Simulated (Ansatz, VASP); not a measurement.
**One calculation of SrO, two programs**

```
CELL_PARAMETERS angstrom
0.00000 2.49896 2.49896
2.49896 0.00000 2.49896
2.49896 2.49896 0.00000
ATOMIC_POSITIONS crystal
Sr 0.00000 0.00000 0.00000
O 0.50000 0.50000 0.50000
```

Alike in both runs: task relaxation of cell and atoms; functional PBE; k mesh 13 × 13 × 13; occupations fermi-dirac, width 0.03 eV; no spin polarisation.

```csv
,VASP,Ansatz
version,VASP 6.6.1,Ansatz 0.2.0
potentials or method,"VASP PAW PBE potentials, release 64 (Sr_sv, O)","PAW with Ansatz's default frozen-core files, scalar-relativistic"
plane-wave cutoff (eV),600,420
valence electrons in the cell,16,16
```

```csv
,VASP,Ansatz,Ansatz less VASP
relaxed volume (Å³/atom),17.62,17.52,-0.096
relaxed length of the cell vector where the two differ most in proportion (Å),3.680,3.673,-0.0067
```
